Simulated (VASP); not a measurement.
# CdF2 (I4mm) in VASP: notebook, part 2 of 2

VASP 6.6.1. The steps go on from the part before.

## Step 5: Single point, PBE (all Cd atoms moved +0.037 Å, as atom 1 along Cartesian [0 1 0])

The input, INCAR:

```
SYSTEM = CdF2
PREC = Accurate
ENCUT = 520
EDIFF = 1E-6
ISMEAR = 0
SIGMA = 0.05
LREAL = .False.
LASPH = .True.
NELM = 100
ALGO = Normal
ISIF = 2
LWAVE = .False.
LCHARG = .True.
GGA = PE
LELF = .True.
LVHAR = .True.
NBANDS = 20
```

The input, KPOINTS:

```
regular mesh
0
Gamma
  8 8 8
  0 0 0
```

The input, POSCAR:

```
CdF2
1.0
    0.0000000000      2.6940000000      2.6940000000
    2.6940000000      0.0000000000      2.6940000000
    2.6940000000      2.6940000000      0.0000000000
Cd F
1 2
Direct
    0.0069599109     -0.0069599109      0.0069599109
    0.2500000000      0.2500000000      0.2500000000
    0.7500000000      0.7500000000      0.7500000000
```

Potentials or basis: VASP PAW PBE potentials, release 64 (Cd, F).

Command:

```console
cat potpaw_PBE.64/Cd/POTCAR potpaw_PBE.64/F/POTCAR > POTCAR
mpirun -np 1 vasp_std > vasp.out
```

OUTCAR:

```text
SYSTEM = CdF2
   PREC = Accurate
   ENCUT = 520
   EDIFF = 1E-6
   ISMEAR = 0
   LREAL = .False.
   LASPH = .True.
   NELM = 100
   ISIF = 2
   GGA = PE

 ion  position               nearest neighbor table
   1  0.007  0.993  0.007-   3 2.31   3 2.31   2 2.31   2 2.31   3 2.35   2 2.35   3 2.35   2 2.35

   2  0.250  0.250  0.250-   1 2.31   1 2.31   1 2.35   1 2.35
   3  0.750  0.750  0.750-   1 2.31   1 2.31   1 2.35   1 2.35

  LATTYP: Found a face centered cubic cell.
 ALAT       =     5.3880000000

  Lattice vectors:

 A1 = (   0.0000000000,   2.6940000000,   2.6940000000)
 A2 = (   2.6940000000,   0.0000000000,   2.6940000000)
 A3 = (   2.6940000000,   2.6940000000,   0.0000000000)

Analysis of symmetry for initial positions (statically):
=====================================================================
 Subroutine PRICEL returns:
 Original cell was already a primitive cell.

 Routine SETGRP: Setting up the symmetry group for a
 face centered cubic supercell.

 Subroutine GETGRP returns: Found  8 space group operations
 (whereof  8 operations were pure point group operations)
 out of a pool of 48 trial point group operations.

The static configuration has the point symmetry C_4v.
[... 162 lines left out ...]

 E-fermi :  -1.0243     XC(G=0): -10.4118

 val. band max:       -1.3098873460   @ k =  -0.2500   0.5000   0.2500
 cond. band min:       1.7571205445   @ k =   0.0000   0.0000   0.0000
 fundamental gap:      3.0670078904
 Fermi energy:        -1.0242909369

 k-point     1 :       0.0000    0.0000    0.0000
  band No.  band energies     occupation
      1     -22.1180      2.00000
      2     -21.0138      2.00000
      3      -6.9284      2.00000
      4      -6.9284      2.00000
      5      -6.9250      2.00000
      6      -5.7223      2.00000
[... 541 lines left out ...]
     19      18.6076      0.00000
     20      20.0606      0.00000

 [... further k-points ...]

------------------------ aborting loop because EDIFF is reached ----------------------------------------

  FORCE on cell =-STRESS in cart. coord.  units (eV):
  Direction    XX          YY          ZZ          XY          YZ          ZX
  --------------------------------------------------------------------------------------
  -------------------------------------------------------------------------------------
  Total        1.5402434      1.5231248      1.5402434      0.0000000      0.0000000      0.0000000
  in kB       63.1069479     62.4055640     63.1069479      0.0000000      0.0000000      0.0000000
  external PRESSURE =      62.8731533 kB  Pullay stress =       0.0000000 kB

 VOLUME and BASIS-vectors are now :
 -----------------------------------------------------------------------------
  energy-cutoff  :      520.00
  volume of cell :       39.10
      direct lattice vectors                 reciprocal lattice vectors
     0.000000000  2.694000000  2.694000000    -0.185597624  0.185597624  0.185597624
     2.694000000  0.000000000  2.694000000     0.185597624 -0.185597624  0.185597624
     2.694000000  2.694000000  0.000000000     0.185597624  0.185597624 -0.185597624

 POSITION                                       TOTAL-FORCE (eV/Angst)
 -----------------------------------------------------------------------------------
      2.69400      0.03750      2.69400         0.000000     -0.221427      0.000000
      1.34700      1.34700      1.34700         0.000000      0.110714      0.000000
      4.04100      4.04100      4.04100        -0.000000      0.110714     -0.000000
 -----------------------------------------------------------------------------------
    total drift:                                0.000000     -0.000242      0.000000

  FREE ENERGIE OF THE ION-ELECTRON SYSTEM (eV)
  ---------------------------------------------------
  free  energy   TOTEN  =       -10.8552020236 eV

  energy  without entropy=      -10.8552020236  energy(sigma->0) =      -10.85520202
```

OSZICAR:

```text
N       E                     dE             d eps       ncg     rms          rms(c)
DAV:   1     0.198748159426E+03    0.19875E+03   -0.15612E+04  2432   0.132E+03
DAV:   2    -0.346796024744E+01   -0.20222E+03   -0.19381E+03  2564   0.343E+02
DAV:   3    -0.125194637876E+02   -0.90515E+01   -0.90234E+01  2692   0.786E+01
DAV:   4    -0.125623595697E+02   -0.42896E-01   -0.42893E-01  2528   0.552E+00
DAV:   5    -0.125625114368E+02   -0.15187E-03   -0.15187E-03  2704   0.296E-01    0.103E+01
DAV:   6    -0.108241753356E+02    0.17383E+01   -0.39717E+00  2992   0.375E+01    0.747E+00
DAV:   7    -0.108700769314E+02   -0.45902E-01   -0.89309E-01  2416   0.858E+00    0.426E+00
DAV:   8    -0.108631577682E+02    0.69192E-02   -0.13516E-01  2420   0.347E+00    0.706E-01
DAV:   9    -0.108545117602E+02    0.86460E-02   -0.33257E-02  2868   0.228E+00    0.873E-02
DAV:  10    -0.108550797696E+02   -0.56801E-03   -0.28931E-03  2420   0.591E-01    0.120E-01
DAV:  11    -0.108551788724E+02   -0.99103E-04   -0.12402E-04  2540   0.110E-01    0.370E-02
DAV:  12    -0.108552004423E+02   -0.21570E-04   -0.36522E-05  2404   0.526E-02    0.184E-02
DAV:  13    -0.108552022434E+02   -0.18011E-05   -0.63415E-06  2584   0.204E-02    0.316E-03
DAV:  14    -0.108552020236E+02    0.21981E-06   -0.51950E-07  2052   0.916E-03
   1 F= -.10855202E+02 E0= -.10855202E+02  d E =-.132066E-17
```

stdout:

```text
POSCAR found type information on POSCAR CdF
 POSCAR found :  2 types and       3 ions
 scaLAPACK will be used
 LDA part: xc-table for (Slater+PW92), standard interpolation
 POSCAR, INCAR and KPOINTS ok, starting setup
 FFT: planning ... GRIDC
 FFT: planning ... GRID_SOFT
 FFT: planning ... GRID
 WAVECAR not read
 entering main loop
```

It took 72 s on 1 thread of Intel Xeon 8259CL, shared host; peak memory 0.18 GiB.

Results:

```
Free energy            : -10.8552 eV
Pressure               : 6.3 GPa
Largest force          : 0.221 eV/Å
Band gap on the k mesh : 3.07 eV, indirect (least direct gap 3.57 eV)
```

Forces on the atoms (eV/Å):
```
Cd   0.000 -0.221  0.000
F    0.000  0.111  0.000
F    0.000  0.111  0.000
```

Caveat: the cell differs from its parent crystal (all Cd atoms moved +0.037 Å, as atom 1 along Cartesian [0 1 0]). A k mesh can miss the band edges.

## Step 6: Single point, PBE (all Cd atoms moved +0.013 Å, as atom 1 along Cartesian [0 1 0])

The input, INCAR:

```
SYSTEM = CdF2
PREC = Accurate ; ENCUT = 520
EDIFF = 1E-7 ; ISMEAR = 0
SIGMA = 0.05 ; LREAL = .FALSE.
LASPH = .TRUE. ; NELM = 60
ALGO = Normal ; ISIF = 2
LWAVE = .FALSE. ; LCHARG = .TRUE.
GGA = PE ; LELF = .TRUE.
LVHAR = .TRUE. ; NBANDS = 20
```

The input, KPOINTS:

```
regular mesh
0
G
  8 8 8
  0 0 0
```

Edit POSCAR of step 5 so:

```diff
@@ -8,3 +8,3 @@
 Direct
-    0.0069599109     -0.0069599109      0.0069599109
+    0.0023199703     -0.0023199703      0.0023199703
     0.2500000000      0.2500000000      0.2500000000
```

Potentials or basis: VASP PAW PBE potentials, release 64 (Cd, F).

Command:

```console
cat potpaw_PBE.64/Cd/POTCAR potpaw_PBE.64/F/POTCAR > POTCAR
mpirun -np 1 vasp_std > vasp.out
```

Run time: 68 s. Hardware: 1 thread of Intel Xeon 8259CL, shared host; peak memory 0.18 GiB.

It converged, with:

```
Free energy            : -10.8589 eV
Pressure               : 6.2 GPa
Largest force          : 0.074 eV/Å
Band gap on the k mesh : 3.07 eV, indirect (least direct gap 3.57 eV)
```

Forces on the atoms (eV/Å):
```
Cd   0.000 -0.074  0.000
F    0.000  0.037  0.000
F    0.000  0.037  0.000
```

Levels at points of the mesh, in eV from the valence-band top:
```
           k point  band 10  band 11  band 12  band 13  band 14  band 15  band 16  band 17
(0.00, 0.00, 0.00)    -0.97    -0.50    -0.50    -0.50     3.07    12.70    12.70    12.70
(0.50, 0.00, 0.00)    -1.84    -1.84    -0.40    -0.40     7.17     9.16    14.50    14.50
(0.50, 0.50, 0.00)    -2.95    -0.50    -0.09    -0.09     8.00     9.65    11.92    14.29
(0.50, 0.00, 0.50)    -2.96    -0.50    -0.09    -0.09     8.00     9.65    11.92    14.29
```

Caveat: the cell differs from its parent crystal (all Cd atoms moved +0.013 Å, as atom 1 along Cartesian [0 1 0]). A k mesh can miss the band edges.
